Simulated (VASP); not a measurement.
# HfO2 (P-3m1) in VASP: a series of runs

The runs below take HfO2 through single point, with PBE.

Everything below comes from runs of VASP 6.6.1. Logs are shortened: lines on timing, memory, paths and dates and some standing lists are left out, and cuts for length are marked.

## Step 1: The cell of the first run

The structure is trigonal, space group P-3m1 (No. 164). Conventional cell: a = 3.605 Å, b = 3.605 Å, c = 8.529 Å, α = 90.00°, β = 90.00°, γ = 120.00°. Hf (site symmetry 3m) has 8 O at 1.91 to 2.21 Å within 2.5 Å. Hf (site symmetry -3m) has 8 O at 2.21 Å within 2.9 Å. O (site symmetry 3m) has 4 Hf at 2.21 Å and 6 O at 2.55 Å within 2.9 Å. Within 2.5 Å of O (site symmetry 3m) lie 4 Hf at 1.91 to 2.21 Å and 3 O at 2.39 Å. Within 2.9 Å of O (site symmetry 3m) lie 4 Hf at 2.21 Å and 6 O at 2.55 Å.

## Step 2: Single point, PBE

File INCAR:

```
SYSTEM = HfO2
PREC     = Accurate       ! precision mode
ENCUT    = 520            ! plane-wave cutoff, eV
EDIFF    = 1E-6           ! SCF threshold, eV
ISMEAR   = 0              ! smearing method
SIGMA    = 0.05           ! smearing width, eV
LREAL    = .False.        ! projectors in reciprocal space
LASPH    = .True.         ! aspherical terms in the spheres
NELM     = 60             ! most SCF steps
ALGO     = Normal         ! electronic algorithm
ISIF     = 2              ! what is computed and relaxed
LWAVE    = .False.        ! write WAVECAR
LCHARG   = .True.         ! write CHGCAR
GGA      = PE             ! functional
LELF     = .True.         ! ELF
LVHAR    = .True.       
NBANDS   = 43             ! bands
```

File KPOINTS:

```
Automatic mesh
0
Gamma
  7 7 3
  0 0 0
```

File POSCAR:

```
HfO2
1.0
    2.5488057606     -2.5488057606      0.0000000000
    2.5488057606      0.0000000000     -2.5488057606
    4.9244064404      4.9244064404      4.9244064404
Hf O
3 6
Direct
    0.0000000000      0.0000000000      0.8626612390
    0.3333333333      0.3333333333      0.5176036445
    0.6666666667      0.6666666667      0.1725460501
    0.6666666667      0.6666666667      0.4313392459
    1.0000000000      0.0000000000      0.0862816515
    0.3333333333      0.3333333333      0.7763968404
    0.6666666667      0.6666666667      0.9489256376
    1.0000000000      1.0000000000      0.6038680432
    0.3333333333      0.3333333333      0.2588104487
```

Potentials or basis: VASP PAW PBE potentials, release 64 (Hf_pv, O).

On the command line:

```sh
cat potpaw_PBE.64/Hf_pv/POTCAR potpaw_PBE.64/O/POTCAR > POTCAR
mpirun -np 1 vasp_std > vasp.out
```

OUTCAR:

```text
SYSTEM = HfO2
   PREC = Accurate
   ENCUT = 520
   EDIFF = 1E-6
   ISMEAR = 0
   LREAL = .False.
   LASPH = .True.
   NELM = 60
   ISIF = 2
   GGA = PE

 ion  position               nearest neighbor table
   1  0.000  0.000  0.863-   5 1.91   8 2.21   7 2.21   6 2.21   7 2.21   7 2.21   6 2.21   6 2.21
                             3 3.36   3 3.36   3 3.36   2 3.60   2 3.60   2 3.60
   2  0.333  0.333  0.518-   9 2.21   4 2.21   4 2.21   8 2.21   8 2.21   8 2.21   4 2.21   6 2.21
                             3 3.60   3 3.60   3 3.60   1 3.60   1 3.60   1 3.60
   3  0.667  0.667  0.173-   7 1.91   4 2.21   9 2.21   9 2.21   5 2.21   5 2.21   5 2.21   9 2.21
                             1 3.36   1 3.36   1 3.36   2 3.60   2 3.60   2 3.60
   4  0.667  0.667  0.431-   3 2.21   2 2.21   2 2.21   2 2.21
   5  0.000  0.000  0.086-   1 1.91   3 2.21   3 2.21   3 2.21
   6  0.333  0.333  0.776-   1 2.21   1 2.21   1 2.21   2 2.21
   7  0.667  0.667  0.949-   3 1.91   1 2.21   1 2.21   1 2.21
   8  0.000  0.000  0.604-   1 2.21   2 2.21   2 2.21   2 2.21
   9  0.333  0.333  0.259-   2 2.21   3 2.21   3 2.21   3 2.21

  LATTYP: Found a hexagonal cell.
 ALAT       =     3.6045556745
 C/A-ratio  =     2.3662617316

  Lattice vectors:

 A1 = (  -2.5488057606,   0.0000000000,   2.5488057606)
 A2 = (   2.5488057606,  -2.5488057606,   0.0000000000)
 A3 = (   4.9244064404,   4.9244064404,   4.9244064404)

Analysis of symmetry for initial positions (statically):
=====================================================================
 Subroutine PRICEL returns:
 Original cell was already a primitive cell.

 Routine SETGRP: Setting up the symmetry group for a
 hexagonal supercell.

 Subroutine GETGRP returns: Found 12 space group operations
 (whereof  6 operations were pure point group operations)
 out of a pool of 24 trial point group operations.

The static configuration has the point symmetry C_3v.
 The point group associated with its full space group is D_3d.

Analysis of symmetry for dynamics (positions and initial velocities):
=====================================================================
 Subroutine PRICEL returns:
 Original cell was already a primitive cell.

 Routine SETGRP: Setting up the symmetry group for a
 hexagonal supercell.

 Subroutine GETGRP returns: Found 12 space group operations
 (whereof  6 operations were pure point group operations)
 out of a pool of 24 trial point group operations.

The dynamic configuration has the point symmetry C_3v.
 The point group associated with its full space group is D_3d.

[... 108 lines left out ...]
   LREAL  =      F    real-space projection
[... 7 lines left out ...]
   TEBEG  =    0.0;   TEEND  =   0.0 temperature during run
   PSTRESS=    0.0 pullay stress
   NELECT =      66.0000    total number of electrons
   NUPDOWN=      -1.0000    fix difference up-down
   EMIN   =  10.00;   EMAX   =-10.00  energy-range for DOS
   EFERMI =   0.00;   METHOD = LEGACY
   ISMEAR =     0;   SIGMA  =   0.05  broadening in eV -4-tet -1-fermi 0-gaus
   EFERMI_NEDOS =   21; number of points for ismear=-14 and -15
   IALGO  =     38    algorithm
   IMIX   =      4    mixing-type and parameters
     AMIX     =   0.40;   BMIX     =  1.00
     AMIX_MAG =   1.60;   BMIX_MAG =  1.00
  volume/ion in A,a.u.               =      10.66        71.96
  Fermi-wavevector in a.u.,A,eV,Ry     =   1.445018  2.730688 28.410014  2.088077
  Thomas-Fermi vector in A             =   2.563247
   LORBIT       =      0    0 simple, 1 ext, 2 COOP (PROOUT), +10 PAW based schemes
   GGA     = PE    functional components
   LHFCALC =     F    Hartree Fock is set to
   AEXX    =    0.0000 exact exchange contribution
   IVDW    =     0    specifies the selected vdW correction
   LEPSILON=     F    determine dielectric tensor
   LRPA    =     F    only Hartree local field effects (RPA)
 non-spin polarized calculation
 Gauss-broadening in eV      SIGMA  =   0.05
  energy-cutoff  :      520.00
  volume of cell :       95.97
 maximum number of plane-waves:      2611
   NGX = 13   NGY = 13   NGZ = 31

 number of electron      65.9999999 magnetization

 Free energy of the ion-electron system (eV)
  ---------------------------------------------------
  ext. energy  EPLUGINS =         0.00000000
  ---------------------------------------------------
  free energy    TOTEN  =       -89.93765511 eV

  energy without entropy =      -89.93765511  energy(sigma->0) =      -89.93765511

 E-fermi :   4.5535     XC(G=0): -11.9215

 val. band max:        4.3299441958   @ k =  -0.4286   0.1429   0.0000
 cond. band min:       8.4118004155   @ k =   0.0000   0.0000   0.0000
 fundamental gap:      4.0818562197
 Fermi energy:         4.5534699268

 k-point     1 :       0.0000    0.0000    0.0000
  band No.  band energies     occupation
      1     -25.8094      2.00000
      2     -25.4850      2.00000
      3     -25.2292      2.00000
      4     -25.2292      2.00000
      5     -25.1976      2.00000
      6     -25.1714      2.00000
[... 909 lines left out ...]
     42      11.7130      0.00000
     43      11.8322      0.00000

------------------------ aborting loop because EDIFF is reached ----------------------------------------

  FORCE on cell =-STRESS in cart. coord.  units (eV):
  Direction    XX          YY          ZZ          XY          YZ          ZX
  --------------------------------------------------------------------------------------
  -------------------------------------------------------------------------------------
  Total        6.2657392      6.2657392      6.2657392      4.3575052      4.3575052      4.3575052
  in kB      104.6006235    104.6006235    104.6006235     72.7444508     72.7444508     72.7444508
  external PRESSURE =     104.6006235 kB  Pullay stress =       0.0000000 kB

 VOLUME and BASIS-vectors are now :
 -----------------------------------------------------------------------------
  energy-cutoff  :      520.00
  volume of cell :       95.97
      direct lattice vectors                 reciprocal lattice vectors
     2.548805761 -2.548805761  0.000000000     0.130780202 -0.261560405  0.130780202
     2.548805761  0.000000000 -2.548805761     0.130780202  0.130780202 -0.261560405
     4.924406440  4.924406440  4.924406440     0.067690053  0.067690053  0.067690053

 POSITION                                       TOTAL-FORCE (eV/Angst)
 -----------------------------------------------------------------------------------
      4.24809      4.24809      4.24809        -2.205872     -2.205872     -2.205872
      4.24809      1.69929      1.69929        -0.000000     -0.000000     -0.000000
      4.24809     -0.84952     -0.84952         2.205872      2.205872      2.205872
      5.52250      0.42489      0.42489         0.253773      0.253773      0.253773
      0.42489      0.42489      0.42489         2.137214      2.137214      2.137214
      5.52250      2.97369      2.97369         0.242657      0.242657      0.242657
      8.07130      2.97369      2.97369        -2.137214     -2.137214     -2.137214
      2.97369      2.97369      2.97369        -0.253773     -0.253773     -0.253773
      2.97369      0.42489      0.42489        -0.242657     -0.242657     -0.242657
 -----------------------------------------------------------------------------------
    total drift:                               -0.000047     -0.000047     -0.000047

  FREE ENERGIE OF THE ION-ELECTRON SYSTEM (eV)
  ---------------------------------------------------
  free  energy   TOTEN  =       -89.9376551051 eV

  energy  without entropy=      -89.9376551051  energy(sigma->0) =      -89.93765511
```

stdout:

```text
POSCAR found type information on POSCAR HfO
 POSCAR found :  2 types and       9 ions
 scaLAPACK will be used
 LDA part: xc-table for (Slater+PW92), standard interpolation
 POSCAR, INCAR and KPOINTS ok, starting setup
 FFT: planning ... GRIDC
 FFT: planning ... GRID_SOFT
 FFT: planning ... GRID
 WAVECAR not read
 entering main loop
```

Wall time 55 s (1 thread of Intel Xeon 6975P-C (Granite Rapids), shared host); peak memory 0.24 GiB.

What came out:

| Property | Result |
| --- | --- |
| Free energy | -89.9377 eV |
| Pressure | 10.5 GPa |
| Largest force | 3.821 eV/Å |
| Band gap on the k mesh | 4.08 eV, indirect (least direct gap 4.17 eV) |

Forces in eV/Å, atoms in the order of the input:
```
Hf  -2.206 -2.206 -2.206
Hf   0.000  0.000  0.000
Hf   2.206  2.206  2.206
O    0.254  0.254  0.254
O    2.137  2.137  2.137
O    0.243  0.243  0.243
O   -2.137 -2.137 -2.137
O   -0.254 -0.254 -0.254
O   -0.243 -0.243 -0.243
```

Stress tensor (GPa, compression positive):
```
10.46  7.27  7.27
 7.27 10.46  7.27
 7.27  7.27 10.46
```

Caveat: spin-orbit coupling is left out, which moves the levels of the heavy elements; forces of over 1 eV/Å act on the atoms, so gaps and moduli don't describe the material at rest. A k mesh can miss the band edges.

## Step 3: Single point, PBE

This run uses another cell than the first one, of 11.66 Å³/atom, 1.094 times its volume.

File INCAR:

```
SYSTEM = HfO2
PREC     = Accurate       ! precision mode
ENCUT    = 520            ! plane-wave cutoff, eV
EDIFF    = 1E-7           ! SCF threshold, eV
ISMEAR   = 0              ! smearing method
SIGMA    = 0.05           ! smearing width, eV
LREAL    = .FALSE.        ! projectors in reciprocal space
LASPH    = .TRUE.         ! aspherical terms in the spheres
NELM     = 80             ! most SCF steps
ALGO     = Normal         ! electronic algorithm
ISIF     = 2              ! what is computed and relaxed
LWAVE    = .FALSE.        ! write WAVECAR
LCHARG   = .FALSE.        ! write CHGCAR
GGA      = PE             ! functional
NBANDS   = 43             ! bands
```

File KPOINTS:

```
Automatic mesh
0
G
  7 7 3
  0 0 0
```

File POSCAR:

```
HfO2
1.0
    2.5488057606     -2.5488057606      0.0000000000
    2.5488057606      0.0000000000     -2.5488057606
    5.3862866558      5.3862866558      5.3862866558
Hf O
3 6
Direct
    0.0000000000      0.0000000000      0.7886870552
    0.3333333333      0.3333333333      0.4732185425
    0.6666666667      0.6666666667      0.1577500298
    0.6666666667      0.6666666667      0.3943514143
    1.0000000000      0.0000000000      0.0788829016
    0.3333333333      0.3333333333      0.7098199271
    0.6666666667      0.6666666667      0.8675541834
    1.0000000000      1.0000000000      0.5520856707
    0.3333333333      0.3333333333      0.2366171580
```

Potentials or basis: VASP PAW PBE potentials, release 64 (Hf_pv, O).

On the command line:

```sh
cat potpaw_PBE.64/Hf_pv/POTCAR potpaw_PBE.64/O/POTCAR > POTCAR
mpirun -np 1 vasp_std > vasp.out
```

It took 66 s on 1 thread of Intel Xeon 6975P-C (Granite Rapids), shared host; peak memory 0.25 GiB.

It converged, with:

```
Free energy            : -90.1374 eV
Pressure               : -10.0 GPa
Largest force          : 0.668 eV/Å
Band gap on the k mesh : 3.92 eV, indirect (least direct gap 4.03 eV)
```

Forces in eV/Å, atoms in the order of the input:
```
Hf   0.084  0.084  0.084
Hf   0.000  0.000  0.000
Hf  -0.084 -0.084 -0.084
O   -0.182 -0.182 -0.182
O   -0.386 -0.386 -0.386
O   -0.143 -0.143 -0.143
O    0.386  0.386  0.386
O    0.182  0.182  0.182
O    0.143  0.143  0.143
```

Stress tensor (GPa, compression positive):
```
-9.95 -0.20 -0.20
-0.20 -9.95 -0.20
-0.20 -0.20 -9.95
```

Levels at points of the mesh, in eV from the valence-band top:
| k point | band 30 | band 31 | band 32 | band 33 | band 34 | band 35 | band 36 | band 37 |
| --- | --- | --- | --- | --- | --- | --- | --- | --- |
| (0.00, 0.00, 0.00) | -1.07 | -0.47 | -0.47 | -0.42 | 3.92 | 3.92 | 4.46 | 4.46 |

Caveat: spin-orbit coupling is left out, which moves the levels of the heavy elements.

## Step 4: Single point, PBE

This run uses another cell than the first one, of 11.98 Å³/atom, 1.123 times its volume.

File INCAR:

```
PREC     = Accurate       # precision mode
ENCUT    = 520            # plane-wave cutoff, eV
EDIFF    = 1E-6           # SCF threshold, eV
ISMEAR   = 0              # smearing method
SIGMA    = 0.05           # smearing width, eV
LREAL    = False          # projectors in reciprocal space
LASPH    = True           # aspherical terms in the spheres
NELM     = 100            # most SCF steps
ALGO     = Normal         # electronic algorithm
ISIF     = 2              # what is computed and relaxed
LWAVE    = False          # write WAVECAR
LCHARG   = True           # write CHGCAR
GGA      = PE             # functional
LELF     = True           # ELF
LVHAR    = True         
NBANDS   = 43             # bands
```

File KPOINTS:

```
Automatic mesh
0
Gamma
  7 7 3
```

File POSCAR:

```
HfO2
1.0
    2.5488057606     -2.5488057606      0.0000000000
    2.5488057606      0.0000000000     -2.5488057606
    5.5306242231      5.5306242231      5.5306242231
Hf O
3 6
Direct
    0.0000000000      0.0000000000      0.7681039951
    0.3333333333      0.3333333333      0.4608685418
    0.6666666667      0.6666666667      0.1536330884
    0.6666666667      0.6666666667      0.3840596784
    1.0000000000      0.0000000000      0.0768242251
    0.3333333333      0.3333333333      0.6912951318
    0.6666666667      0.6666666667      0.8449128584
    1.0000000000      1.0000000000      0.5376774051
    0.3333333333      0.3333333333      0.2304419518
```

On the command line:

```sh
cat potpaw_PBE.64/Hf_pv/POTCAR potpaw_PBE.64/O/POTCAR > POTCAR
mpirun -np 1 vasp_std > vasp.out
```

Wall time 78 s (1 thread of Intel Xeon 6975P-C (Granite Rapids), shared host); peak memory 0.26 GiB.

The run converged. Its results:

* Free energy: -89.8670 eV
* Pressure: -10.6 GPa
* Largest force: 0.612 eV/Å
* Band gap on the k mesh: 3.98 eV, indirect (least direct gap 4.10 eV)

Forces on the atoms (eV/Å):
```
Hf  -0.124 -0.124 -0.124
Hf   0.000  0.000  0.000
Hf   0.124  0.124  0.124
O   -0.212 -0.212 -0.212
O   -0.353 -0.353 -0.353
O   -0.163 -0.163 -0.163
O    0.353  0.353  0.353
O    0.212  0.212  0.212
O    0.163  0.163  0.163
```

Stress tensor (GPa, compression positive):
```
-10.64   0.70   0.70
  0.70 -10.64   0.70
  0.70   0.70 -10.64
```

Levels at points of the mesh, in eV from the valence-band top:
| k point | band 29 | band 30 | band 31 | band 32 | band 33 | band 34 | band 35 | band 36 | band 37 | band 38 |
| --- | --- | --- | --- | --- | --- | --- | --- | --- | --- | --- |
| (0.00, 0.00, 0.00) | -0.92 | -0.92 | -0.44 | -0.44 | -0.43 | 3.98 | 3.98 | 4.45 | 4.45 | 4.58 |

Caveat: spin-orbit coupling is left out, which moves the levels of the heavy elements.

(Part 1 of 2 ends here.)
